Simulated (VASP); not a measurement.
ZnS:

```xyz
4
Lattice="3.8212 0.0000 0.0000 -1.9106 3.3093 0.0000 0.0000 0.0000 6.2400" Properties=species:S:1:pos:R:3 pbc="T T T"
Zn    0.0000    0.0000    0.0000
Zn    0.0000    2.2062    3.1200
S     0.0000    0.0000    2.3400
S     0.0000    2.2062    5.4600
```

```yaml
Program: VASP 6.6.1
Task: relaxation of cell and atoms
Functional: PBEsol
Potentials_or_basis: VASP PAW PBE potentials, release 64 (Zn, S)
Cutoff: 600 eV
k_mesh: 12 × 12 × 6
Occupations: gaussian, width 0.02 eV
Spin: no spin polarisation
```

At the start: pressure -1.7 GPa; volume 19.73 Å³/atom.

Q: How do energy, volume and symmetry change on relaxing?

A: Over 8 steps the energy falls by 2.6 meV/atom and the volume is 19.28 Å³/atom (-2.3 %); space group P6_3mc (No. 186, to 0.1 Å) before and after.

Step by step:
| step | energy change (eV) | largest force (eV/Å) | pressure (GPa) | volume (Å³) |
| --- | --- | --- | --- | --- |
| 1 | 0.0000 | 0.0072 | -1.75 | 78.91 |
| 2 | -0.0089 | 0.0214 | 0.66 | 76.48 |
| 3 | -0.0101 | 0.0132 | -0.02 | 77.10 |
| 4 | -0.0101 | 0.0136 | 0.05 | 77.06 |
| 5 | -0.0102 | 0.0143 | 0.05 | 77.07 |
| 6 | -0.0103 | 0.0152 | 0.04 | 77.07 |
| 7 | -0.0103 | 0.0001 | -0.08 | 77.14 |
| 8 | -0.0103 | 0.0041 | 0.02 | 77.13 |

Final structure:
```
Zn S
1.0
     3.78606    0.00000    0.00000
    -1.89303    3.27882    0.00000
     0.00000    0.00000    6.21288
Zn S
2 2
Direct
  0.00000 0.00000 0.00034
  0.33333 0.66667 0.50034
  0.00000 0.00000 0.37466
  0.33333 0.66667 0.87466
```

Caveat: the PAW data sets were made with another functional, which shifts forces and pressure a little.
